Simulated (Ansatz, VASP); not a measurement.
**Two plane-wave programs on Sc**

File INCAR:

```
ALGO = Fast
EDIFF = 1E-6
EDIFFG = -0.01
ENCUT = 600
GGA = PS
IBRION = 2
ISIF = 3
ISMEAR = 0
LASPH = T
LCHARG = F
LREAL = F
LWAVE = F
NELM = 80
NSW = 80
PREC = Accurate
SIGMA = 0.1
```

KPOINTS

```
k-points
0
Gamma
  16 16 16
```

The input POSCAR:

```
Sc
1.0
    0.0000000000      2.2839712544      2.2839712544
    2.2839712544      0.0000000000      2.2839712544
    2.2839712544      2.2839712544      0.0000000000
Sc
1
Direct
    0.0000000000      0.0000000000      0.0000000000
```

Input for Ansatz:

```yaml
crystal:
  lattice:
    - [0.0, 2.2839712544, 2.2839712544]
    - [2.2839712544, 0.0, 2.2839712544]
    - [2.2839712544, 2.2839712544, 0.0]
  atoms:
    - { symbol: Sc, position: [0.0, 0.0, 0.0] }
basis:
  ecutwfc: 420
kpoints:
  mp_grid: { grid: [16, 16, 16] }
hamiltonian:
  xc: pbesol
scf:
  occupations: { method: gaussian, width: 0.1 }
output:
  forces: true
  stress: true
  eigenvalues: true
relax:
  adjacent_minimum: "off"
  f_tol: 0.01
  max_steps: 60
  cell: { stress_tol: 0.1 }
```

Alike in both runs: task relaxation of cell and atoms; functional PBEsol; k mesh 16 × 16 × 16; occupations gaussian, width 0.1 eV; no spin polarisation.

|  | VASP | Ansatz |
| --- | --- | --- |
| version | VASP 6.6.1 | Ansatz 0.2.0 |
| potentials or method | VASP PAW PBE potentials, release 64 (Sc_sv), cutoff 600 eV | scalar-relativistic, plane waves, PAW |
| valence electrons in the cell | 11 | 11 |

Ansatz gave:

- gap on the k mesh at the Fermi level, each at its own relaxed structure (eV): none
- relaxed volume (Å³/atom): 23.55
- relaxed length of the cell vector where the two differ most in proportion (Å): 3.217

Question: Estimate VASP's values.

Answer: gap on the k mesh at the Fermi level, each at its own relaxed structure (eV): none; relaxed volume (Å³/atom): 23.58; relaxed length of the cell vector where the two differ most in proportion (Å): 3.219.

VASP's potentials were made for PBE, not for PBEsol. A gap of «none» marks a metal or a gap that the smearing closes.
